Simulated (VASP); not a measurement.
# InGa3As4 (P1) in VASP: single point with PBEsol

Aim: the single point of InGa3As4 with PBEsol.

Program: VASP 6.6.1. These are calculated values, not measurements. Logs are shortened: lines on timing, memory, paths and dates and some standing lists are left out, and cuts for length are marked.

## 1. The cell of the first run

The typed cell holds 8 atoms: a = 4.296 Å, b = 4.296 Å, c = 12.825 Å, α = 90.00°, β = 90.00°, γ = 120.00°.

## 2. Single point, PBEsol

INCAR reads:

```
SYSTEM = InGa3As4
PREC = Accurate ; ENCUT = 400
EDIFF = 1E-6 ; ISMEAR = -1
SIGMA = 0.05 ; LREAL = .False.
LASPH = .True. ; NELM = 120
ALGO = Normal ; ISIF = 2
LWAVE = .False. ; LCHARG = .True.
GGA = PS ; LELF = .True.
LVHAR = .True. ; NBANDS = 46
GGA_COMPAT = .False. ; ISYM = -1
```

KPOINTS reads:

```
explicit points
4
Reciprocal
  0.25000000   0.25000000   0.25000000 2
  0.25000000   0.25000000   0.75000000 2
  0.25000000   0.75000000   0.25000000 2
  0.25000000   0.75000000   0.75000000 2
```

POSCAR reads:

```
InGa3As4
1.0
    4.2959930000      0.0000000000      0.0000000000
   -2.1479970000      3.7204400000      0.0000000000
    0.0000000000      0.0000000000     12.8248310000
Ga In As
3 1 4
Direct
    0.3318860000      0.6708190000      0.0034980000
    0.3279170000      0.6556950000      0.4824000000
    0.6635830000      0.3298070000      0.2405310000
    0.6684110000      0.3349600000      0.7287010000
    0.3386290000      0.6711160000      0.1813970000
    0.3300940000      0.6532200000      0.6651260000
    0.6656980000      0.3320330000      0.4231580000
    0.6621230000      0.3338610000      0.9320070000
```

Potentials or basis: VASP PAW PBE potentials, release 64 (Ga_d, In_d, As).

Launch:

```bash
cat potpaw_PBE.64/Ga_d/POTCAR potpaw_PBE.64/In_d/POTCAR potpaw_PBE.64/As/POTCAR > POTCAR
mpirun -np 1 vasp_std > vasp.out
```

OUTCAR:

```text
SYSTEM = InGa3As4
   PREC = Accurate
   ENCUT = 400
   EDIFF = 1E-6
   ISMEAR = -1
   LREAL = .False.
   LASPH = .True.
   NELM = 120
   ISIF = 2
   GGA = PS
   ISYM = -1

 ion  position               nearest neighbor table
   1  0.332  0.671  0.003-   5 2.28   8 2.63   8 2.65   8 2.66
   2  0.328  0.656  0.482-   6 2.34   7 2.58   7 2.58   7 2.63
   3  0.664  0.330  0.241-   7 2.34   5 2.57   5 2.59   5 2.62
   4  0.668  0.335  0.729-   6 2.58   6 2.59   8 2.61   6 2.66
   5  0.339  0.671  0.181-   1 2.28   3 2.57   3 2.59   3 2.62
   6  0.330  0.653  0.665-   2 2.34   4 2.58   4 2.59   4 2.66
   7  0.666  0.332  0.423-   3 2.34   2 2.58   2 2.58   2 2.63
   8  0.662  0.334  0.932-   4 2.61   1 2.63   1 2.65   1 2.66

IMPORTANT INFORMATION: All symmetrisations will be switched off!
NOSYMM: (Re-)initialisation of all symmetry stuff for point group C_1.

----------------------------------------------------------------------------------------

                                     Primitive cell

  volume of cell :     204.9791

  direct lattice vectors                    reciprocal lattice vectors
     4.295993000  0.000000000  0.000000000     0.232775053  0.134392738  0.000000000
    -2.147997000  3.720440000  0.000000000     0.000000000  0.268785412  0.000000000
     0.000000000  0.000000000 12.824831000     0.000000000  0.000000000  0.077973737

  length of vectors
     4.295993000  4.295994053 12.824831000     0.268785478  0.268785412  0.077973737

  position of ions in fractional coordinates (direct lattice)
     0.331886000  0.670819000  0.003498000
     0.327917000  0.655695000  0.482400000
     0.663583000  0.329807000  0.240531000
     0.668411000  0.334960000  0.728701000
     0.338629000  0.671116000  0.181397000
     0.330094000  0.653220000  0.665126000
     0.665698000  0.332033000  0.423158000
     0.662123000  0.333861000  0.932007000

  ion indices of the primitive-cell ions
   primitive index   ion index
                 1           1
                 2           2
                 3           3
                 4           4
                 5           5
                 6           6
                 7           7
                 8           8

----------------------------------------------------------------------------------------

 KPOINTS: explicit points

Read explicit list of k-points.

[... 28 lines left out ...]
   EDIFFG = 0.1E-04   stopping-criterion for IOM
   NSW    =      0    number of steps for IOM
   IBRION =     -1    ionic relax: 0-MD 1-quasi-New 2-CG
   NFREE  =      0    steps in history (QN), initial steepest desc. (CG)
   ISIF   =      2    stress and relaxation
   ISYM   =     -1    0-nonsym 1-usesym 2-fastsym
   POTIM  = 0.5000    time-step for ionic-motion
   TEBEG  =    0.0;   TEEND  =   0.0 temperature during run
   PSTRESS=    0.0 pullay stress
   NELECT =      72.0000    total number of electrons
   NUPDOWN=      -1.0000    fix difference up-down
   EMIN   =  10.00;   EMAX   =-10.00  energy-range for DOS
   EFERMI =   0.00;   METHOD = LEGACY
   ISMEAR =    -1;   SIGMA  =   0.05  broadening in eV -4-tet -1-fermi 0-gaus
   EFERMI_NEDOS =   21; number of points for ismear=-14 and -15
   IALGO  =     38    algorithm
   IMIX   =      4    mixing-type and parameters
     AMIX     =   0.40;   BMIX     =  1.00
     AMIX_MAG =   1.60;   BMIX_MAG =  1.00
  volume/ion in A,a.u.               =      25.62       172.91
  Fermi-wavevector in a.u.,A,eV,Ry     =   1.155090  2.182804 18.153341  1.334233
  Thomas-Fermi vector in A             =   2.291721
   LORBIT       =      0    0 simple, 1 ext, 2 COOP (PROOUT), +10 PAW based schemes
   GGA     = PS    functional components
   LHFCALC =     F    Hartree Fock is set to
   AEXX    =    0.0000 exact exchange contribution
   IVDW    =     0    specifies the selected vdW correction
   LEPSILON=     F    determine dielectric tensor
   LRPA    =     F    only Hartree local field effects (RPA)
 non-spin polarized calculation
  energy-cutoff  :      400.00
  volume of cell :      204.98
 maximum number of plane-waves:      3740
 NGX is ok and might be reduce to    28
   NGX = 13   NGY = 13   NGZ = 41

 number of electron      71.9999993 magnetization

 Free energy of the ion-electron system (eV)
  ---------------------------------------------------
  ext. energy  EPLUGINS =         0.00000000
  ---------------------------------------------------
  free energy    TOTEN  =       -35.44280192 eV

  energy without entropy =      -35.44280143  energy(sigma->0) =      -35.44280168

 E-fermi :   3.6633     XC(G=0):  -9.3069

 val. band max:        2.9135491111   @ k =   0.2500   0.7500   0.2500
 cond. band min:       4.4110176049   @ k =   0.2500   0.7500   0.2500
 fundamental gap:      1.4974684938
 Fermi energy:         3.6633219425

 k-point     1 :       0.2500    0.2500    0.2500
  band No.  band energies     occupation
      1     -11.5983      2.00000
      2     -11.5657      2.00000
      3     -11.5192      2.00000
      4     -11.4904      2.00000
      5     -11.4817      2.00000
      6     -11.4720      2.00000
[... 185 lines left out ...]
     45       8.1308      0.00000
     46       8.2236      0.00000

------------------------ aborting loop because EDIFF is reached ----------------------------------------

  FORCE on cell =-STRESS in cart. coord.  units (eV):
  Direction    XX          YY          ZZ          XY          YZ          ZX
  --------------------------------------------------------------------------------------
  -------------------------------------------------------------------------------------
  Total      -12.7833206     -7.5542855      9.5352569      5.0805085     -0.0355869     -0.0738195
  in kB      -99.9182324    -59.0465401     74.5304015     39.7107642     -0.2781581     -0.5769952
  external PRESSURE =     -28.1447903 kB  Pullay stress =       0.0000000 kB

 VOLUME and BASIS-vectors are now :
 -----------------------------------------------------------------------------
  energy-cutoff  :      400.00
  volume of cell :      204.98
      direct lattice vectors                 reciprocal lattice vectors
     4.295993000  0.000000000  0.000000000     0.232775053  0.134392738  0.000000000
    -2.147997000  3.720440000  0.000000000     0.000000000  0.268785412  0.000000000
     0.000000000  0.000000000 12.824831000     0.000000000  0.000000000  0.077973737

 POSITION                                       TOTAL-FORCE (eV/Angst)
 -----------------------------------------------------------------------------------
     -0.01514      2.49574      0.04486         0.102661     -0.127063     -2.448141
      0.00030      2.43947      6.18670         0.111897      0.099861     -0.972739
      2.14232      1.22703      3.08477         0.002393      0.208279     -1.014874
      2.15200      1.24620      9.34547        -0.096569     -0.306483      0.311321
      0.01319      2.49685      2.32639        -0.098525     -0.144781      1.623229
      0.01497      2.43027      8.53013         0.003565      0.360540      0.636237
      2.14663      1.23531      5.42693        -0.018465     -0.163431      0.995925
      2.12734      1.24211     11.95283        -0.006958      0.073080      0.869041
 -----------------------------------------------------------------------------------
    total drift:                               -0.000218      0.000032     -0.001700

  FREE ENERGIE OF THE ION-ELECTRON SYSTEM (eV)
  ---------------------------------------------------
  free  energy   TOTEN  =       -35.4428019208 eV

  energy  without entropy=      -35.4428014348  energy(sigma->0) =      -35.44280168
```

It took 24 s on 1 thread of AMD EPYC 9R45 (Zen 5), shared host; peak memory 0.21 GiB.

Results:

```yaml
Free_energy: -35.4428 eV
Pressure: -2.8 GPa
Largest_force: 2.454 eV/Å
Band_gap_on_the_k_mesh: 1.50 eV
```

Forces in eV/Å, atoms in the order of the input:
```
Ga   0.103 -0.127 -2.448
Ga   0.112  0.100 -0.973
Ga   0.002  0.208 -1.015
In  -0.097 -0.306  0.311
As  -0.099 -0.145  1.623
As   0.004  0.361  0.636
As  -0.018 -0.163  0.996
As  -0.007  0.073  0.869
```

Stress tensor (GPa, compression positive):
```
-9.99  3.97 -0.06
 3.97 -5.90 -0.03
-0.06 -0.03  7.45
```

Caveat: the stress differs along the axes, from -10 to 7 GPa; the PAW data sets were made with another functional, which shifts forces and pressure a little; spin-orbit coupling is left out, which moves the levels of the heavy elements; a shifted mesh leaves out Γ, where band edges can lie.
